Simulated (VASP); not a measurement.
# NaCl in VASP: further runs, part 2 of 2

VASP 6.6.1. The steps go on from the part before.

## 5. Single point, PBEsol (volume scaled by 1.040)

INCAR reads:

```
  PREC = Accurate
  ENCUT = 520
  EDIFF = 1E-6
  ISMEAR = 0
  SIGMA = 0.05
  LREAL = False
  LASPH = True
  NELM = 100
  ALGO = Normal
  ISIF = 2
  LWAVE = False
  LCHARG = True
  GGA = PS
  LELF = True
  LVHAR = True
  NBANDS = 14
```

KPOINTS reads:

```
Automatic mesh
0
Gamma
  10 10 10
```

POSCAR reads:

```
NaCl
1.0
    3.4929172200      0.0000000000      0.0000000000
    0.0000000000      3.4929172200      0.0000000000
    0.0000000000      0.0000000000      3.4929172200
Na Cl
1 1
Direct
    0.0000000000      0.0000000000      0.0000000000
    0.5000000000      0.5000000000      0.5000000000
```

Potentials or basis: VASP PAW PBE potentials, release 64 (Na_pv, Cl).

Command:

```bash
cat potpaw_PBE.64/Na_pv/POTCAR potpaw_PBE.64/Cl/POTCAR > POTCAR
mpirun -np 1 vasp_std > vasp.out
```

OUTCAR:

```text
PREC = Accurate
   ENCUT = 520
   EDIFF = 1E-6
   ISMEAR = 0
   LREAL = False
   LASPH = True
   NELM = 100
   ISIF = 2
   GGA = PS

 ion  position               nearest neighbor table
   1  0.000  0.000  0.000-
   2  0.500  0.500  0.500-

  LATTYP: Found a simple cubic cell.
 ALAT       =     3.4929172200

  Lattice vectors:

 A1 = (   3.4929172200,   0.0000000000,   0.0000000000)
 A2 = (   0.0000000000,   3.4929172200,   0.0000000000)
 A3 = (   0.0000000000,   0.0000000000,   3.4929172200)

Analysis of symmetry for initial positions (statically):
=====================================================================
 Subroutine PRICEL returns:
 Original cell was already a primitive cell.

 Routine SETGRP: Setting up the symmetry group for a
 simple cubic supercell.

 Subroutine GETGRP returns: Found 48 space group operations
 (whereof 48 operations were pure point group operations)
 out of a pool of 48 trial point group operations.

The static configuration has the point symmetry O_h .

Analysis of symmetry for dynamics (positions and initial velocities):
=====================================================================
 Subroutine PRICEL returns:
 Original cell was already a primitive cell.

 Routine SETGRP: Setting up the symmetry group for a
 simple cubic supercell.

 Subroutine GETGRP returns: Found 48 space group operations
 (whereof 48 operations were pure point group operations)
 out of a pool of 48 trial point group operations.

The dynamic configuration has the point symmetry O_h .

 Subroutine INISYM returns: Found 48 space group operations
 (whereof 48 operations are pure point group operations),
 and found     1 'primitive' translations

----------------------------------------------------------------------------------------

                                     Primitive cell

  volume of cell :      42.6152

  direct lattice vectors                    reciprocal lattice vectors
     3.492917220  0.000000000  0.000000000     0.286293644  0.000000000  0.000000000
     0.000000000  3.492917220  0.000000000     0.000000000  0.286293644  0.000000000
     0.000000000  0.000000000  3.492917220     0.000000000  0.000000000  0.286293644

  length of vectors
     3.492917220  3.492917220  3.492917220     0.286293644  0.286293644  0.286293644

  position of ions in fractional coordinates (direct lattice)
     0.000000000  0.000000000  0.000000000
     0.500000000  0.500000000  0.500000000

  ion indices of the primitive-cell ions
   primitive index   ion index
                 1           1
                 2           2

----------------------------------------------------------------------------------------

 KPOINTS: Automatic mesh

Automatic generation of k-mesh.
 Grid dimensions read from file:
 generate k-points for:   10   10   10

 Generating k-lattice:

  Cartesian coordinates                     Fractional coordinates (reciprocal lattice)
     0.028629364  0.000000000  0.000000000     0.100000000  0.000000000  0.000000000
     0.000000000  0.028629364  0.000000000     0.000000000  0.100000000  0.000000000
     0.000000000  0.000000000  0.028629364     0.000000000  0.000000000  0.100000000

  Length of vectors
     0.028629364  0.028629364  0.028629364

  Shift w.r.t. Gamma in fractional coordinates (k-lattice)
     0.000000000  0.000000000  0.000000000

 Subroutine IBZKPT returns following result:
 ===========================================

 Found     56 irreducible k-points:

 Following reciprocal coordinates:
            Coordinates               Weight
  0.000000  0.000000  0.000000      1.000000
  0.100000  0.000000  0.000000      6.000000
  0.200000  0.000000  0.000000      6.000000
  0.300000  0.000000  0.000000      6.000000
  0.400000  0.000000  0.000000      6.000000
  0.500000  0.000000  0.000000      3.000000
[... 16 lines left out ...]
  0.200000  0.100000  0.100000     24.000000
  0.300000  0.100000  0.100000     24.000000
 [... further k-points ...]
   k-points           NKPTS =     56   k-points in BZ     NKDIM =     56   number of bands    NBANDS=     14
   number of dos      NEDOS =    301   number of ions     NIONS =      2
   total plane-waves  NPLWV =  21952
   dimension x,y,z NGX =    28 NGY =   28 NGZ =   28
   dimension x,y,z NGXF=    56 NGYF=   56 NGZF=   56
   ions per type =               1   1
   NGX,Y,Z   is equivalent  to a cutoff of  13.33, 13.33, 13.33 a.u.
   NGXF,Y,Z  is equivalent  to a cutoff of  26.65, 26.65, 26.65 a.u.
 SYSTEM =  unknown system
   PREC   = accura    normal or accurate (medium, high low for compatibility)
   ISTART =      0    job   : 0-new  1-cont  2-samecut
   ICHARG =      2    charge: 1-file 2-atom 10-const
   ISPIN  =      1    spin polarized calculation?
   LNONCOLLINEAR =      F non collinear calculations
   LSORBIT =      F    spin-orbit coupling
   LASPH  =      T    aspherical Exc in radial PAW
   ENCUT  =  520.0 eV  38.22 Ry    6.18 a.u.   6.49  6.49  6.49*2*pi/ulx,y,z
   NELM   =    100;   NELMIN=  2; NELMDL= -5     # of ELM steps
   EDIFF  = 0.1E-05   stopping-criterion for ELM
   LREAL  =      F    real-space projection
   EDIFFG = 0.1E-04   stopping-criterion for IOM
   NSW    =      0    number of steps for IOM
   IBRION =     -1    ionic relax: 0-MD 1-quasi-New 2-CG
   NFREE  =      0    steps in history (QN), initial steepest desc. (CG)
   ISIF   =      2    stress and relaxation
   ISYM   =      2    0-nonsym 1-usesym 2-fastsym
   POTIM  = 0.5000    time-step for ionic-motion
   TEBEG  =    0.0;   TEEND  =   0.0 temperature during run
   PSTRESS=    0.0 pullay stress
   NELECT =      14.0000    total number of electrons
   NUPDOWN=      -1.0000    fix difference up-down
   EMIN   =  10.00;   EMAX   =-10.00  energy-range for DOS
   EFERMI =   0.00;   METHOD = LEGACY
   ISMEAR =     0;   SIGMA  =   0.05  broadening in eV -4-tet -1-fermi 0-gaus
   EFERMI_NEDOS =   21; number of points for ismear=-14 and -15
   IALGO  =     38    algorithm
   IMIX   =      4    mixing-type and parameters
     AMIX     =   0.40;   BMIX     =  1.00
     AMIX_MAG =   1.60;   BMIX_MAG =  1.00
  volume/ion in A,a.u.               =      21.31       143.79
  Fermi-wavevector in a.u.,A,eV,Ry     =   1.129612  2.134657 17.361344  1.276023
  Thomas-Fermi vector in A             =   2.266306
   LORBIT       =      0    0 simple, 1 ext, 2 COOP (PROOUT), +10 PAW based schemes
   GGA     = PS    functional components
   LHFCALC =     F    Hartree Fock is set to
   AEXX    =    0.0000 exact exchange contribution
   IVDW    =     0    specifies the selected vdW correction
   LEPSILON=     F    determine dielectric tensor
   LRPA    =     F    only Hartree local field effects (RPA)
 non-spin polarized calculation
 Gauss-broadening in eV      SIGMA  =   0.05
  energy-cutoff  :      520.00
  volume of cell :       42.62
 maximum number of plane-waves:      1189
 NGX is ok and might be reduce to    28

 number of electron      13.9999984 magnetization

 Free energy of the ion-electron system (eV)
  ---------------------------------------------------
  ext. energy  EPLUGINS =         0.00000000
  ---------------------------------------------------
  free energy    TOTEN  =        -6.72526986 eV

  energy without entropy =       -6.72526986  energy(sigma->0) =       -6.72526986

 E-fermi :   0.6619     XC(G=0):  -8.6209

 val. band max:        0.4259715365   @ k =   0.5000   0.5000   0.0000
 cond. band min:       4.2874132974   @ k =   0.0000   0.0000   0.0000
 fundamental gap:      3.8614417609
 Fermi energy:         0.6618502819

 k-point     1 :       0.0000    0.0000    0.0000
  band No.  band energies     occupation
      1     -21.4494      2.00000
      2     -21.4494      2.00000
      3     -21.4494      2.00000
      4     -12.9724      2.00000
      5      -0.0810      2.00000
      6      -0.0810      2.00000
      7      -0.0810      2.00000
      8       4.2874      0.00000
      9       8.8277      0.00000
     10       8.8277      0.00000
     11      16.0823      0.00000
     12      16.0825      0.00000
     13      16.0829      0.00000
     14      16.3658      0.00000
[... 375 lines left out ...]
 k-point    24 :       0.3000    0.1000    0.1000
  band No.  band energies     occupation
      1     -21.4766      2.00000
      2     -21.4505      2.00000
      3     -21.4499      2.00000
      4     -12.6793      2.00000
      5      -1.8143      2.00000
      6      -0.2186      2.00000
      7      -0.1345      2.00000
      8       6.5075      0.00000
      9       9.6463      0.00000
     10       9.9759      0.00000
     11      12.2905      0.00000
     12      12.8281      0.00000
     13      14.9804      0.00000
     14      16.4747      0.00000

 [... further k-points ...]
[... 5 lines left out ...]
  --------------------------------------------------------------------------------------
  -------------------------------------------------------------------------------------
  Total       -0.2764154     -0.2764154     -0.2764154     -0.0000000     -0.0000000     -0.0000000
  in kB      -10.3922096    -10.3922096    -10.3922096     -0.0000000     -0.0000000     -0.0000000
  external PRESSURE =     -10.3922096 kB  Pullay stress =       0.0000000 kB

 VOLUME and BASIS-vectors are now :
 -----------------------------------------------------------------------------
  energy-cutoff  :      520.00
  volume of cell :       42.62
      direct lattice vectors                 reciprocal lattice vectors
     3.492917220  0.000000000  0.000000000     0.286293644  0.000000000  0.000000000
     0.000000000  3.492917220  0.000000000     0.000000000  0.286293644  0.000000000
     0.000000000  0.000000000  3.492917220     0.000000000  0.000000000  0.286293644

 POSITION                                       TOTAL-FORCE (eV/Angst)
 -----------------------------------------------------------------------------------
      0.00000      0.00000      0.00000         0.000000      0.000000      0.000000
      1.74646      1.74646      1.74646         0.000000      0.000000      0.000000
 -----------------------------------------------------------------------------------
    total drift:                               -0.000000      0.000000      0.000000

  FREE ENERGIE OF THE ION-ELECTRON SYSTEM (eV)
  ---------------------------------------------------
  free  energy   TOTEN  =        -6.7252698625 eV

  energy  without entropy=       -6.7252698625  energy(sigma->0) =       -6.72526986
```

Run time: 12 s. Hardware: 1 thread of Intel Xeon 6975P-C (Granite Rapids), shared host; peak memory 0.16 GiB.

What came out:

```yaml
Free_energy: -6.7253 eV
Pressure: -1.0 GPa
Band_gap_on_the_k_mesh: 3.86 eV, indirect (least direct gap 4.37 eV)
```

Caveat: the PAW data sets were made with another functional, which shifts forces and pressure a little. A k mesh can miss the band edges.

## 6. Single point, PBEsol (atom 2 (Cl) moved 0.12 Å along z)

INCAR reads:

```
SYSTEM = NaCl
ALGO = Normal
EDIFF = 1E-6
ENCUT = 520
GGA = PS
ISIF = 2
ISMEAR = 0
LASPH = .TRUE.
LCHARG = .TRUE.
LELF = .TRUE.
LREAL = .FALSE.
LVHAR = .TRUE.
LWAVE = .FALSE.
NBANDS = 14
NELM = 100
PREC = Accurate
SIGMA = 0.05
```

KPOINTS reads:

```
k-points
0
G
  10 10 10
  0 0 0
```

POSCAR reads:

```
NaCl
1.0
    3.4475495236      0.0000000000      0.0000000000
    0.0000000000      3.4475495236      0.0000000000
    0.0000000000      0.0000000000      3.4475495236
Na Cl
1 1
Direct
    0.0000000000      0.0000000000      0.0000000000
    0.5000000000      0.5000000000      0.5348073318
```

Potentials or basis: VASP PAW PBE potentials, release 64 (Na_pv, Cl).

Command:

```bash
cat potpaw_PBE.64/Na_pv/POTCAR potpaw_PBE.64/Cl/POTCAR > POTCAR
mpirun -np 1 vasp_std > vasp.out
```

Wall time 58 s (1 thread of Intel Xeon Platinum 8375C at 2.90GHz (Ice Lake), shared host); peak memory 0.19 GiB.

Results (log left out):

- Free energy: -6.7268 eV
- Pressure: 0.1 GPa
- Largest force: 0.061 eV/Å
- Band gap on the k mesh: 3.99 eV, indirect (least direct gap 4.53 eV)

Forces on the atoms (eV/Å):
```
Na   0.000  0.000  0.061
Cl   0.000  0.000 -0.061
```

Levels at points of the mesh, in eV from the valence-band top:
| k point | band 4 | band 5 | band 6 | band 7 | band 8 | band 9 | band 10 | band 11 |
| --- | --- | --- | --- | --- | --- | --- | --- | --- |
| (0.00, 0.00, 0.00) | -13.54 | -0.54 | -0.54 | -0.54 | 3.99 | 8.35 | 8.37 | 16.00 |
| (0.50, 0.00, 0.00) | -13.13 | -3.22 | -0.29 | -0.28 | 6.89 | 8.79 | 10.35 | 11.86 |
| (0.00, 0.00, 0.50) | -13.13 | -3.22 | -0.29 | -0.29 | 6.90 | 8.81 | 10.33 | 11.88 |
| (0.50, 0.50, 0.00) | -12.83 | -2.48 | -2.48 | 0.00 | 5.42 | 9.84 | 11.17 | 11.17 |
| (0.00, 0.50, 0.50) | -12.83 | -2.48 | -2.47 | -0.01 | 5.41 | 9.83 | 11.18 | 11.21 |
| (0.50, 0.50, 0.50) | -12.51 | -2.03 | -2.03 | -2.03 | 6.97 | 6.97 | 6.97 | 12.01 |

Caveat: the cell differs from its parent crystal (atom 2 (Cl) moved 0.12 Å along z); the PAW data sets were made with another functional, which shifts forces and pressure a little.

## 7. The runs side by side

```csv
cell,gap on the mesh (eV),pressure (GPa)
"a = 3.424 Å, 2 atoms",4.06,0.6
"a = 3.448 Å, 2 atoms",3.99,0.1
"a = 3.470 Å, 2 atoms",3.92,-0.6
"a = 3.493 Å, 2 atoms",3.86,-1.0
```

Some of these runs hold the atoms at other places in the same cell, which the table doesn't show; runs alike in all that it shows share one row.

Alike in all rows: task single point; level PBEsol; potentials or basis VASP PAW PBE potentials, release 64 (Na_pv, Cl); no spin polarisation; k mesh 10 × 10 × 10; cutoff (eV) 520; smearing gaussian 0.05 eV.

Caveats: the PAW data sets were made with another functional, which shifts forces and pressure a little.

Absolute energies hang on the potentials; compare differences alone.
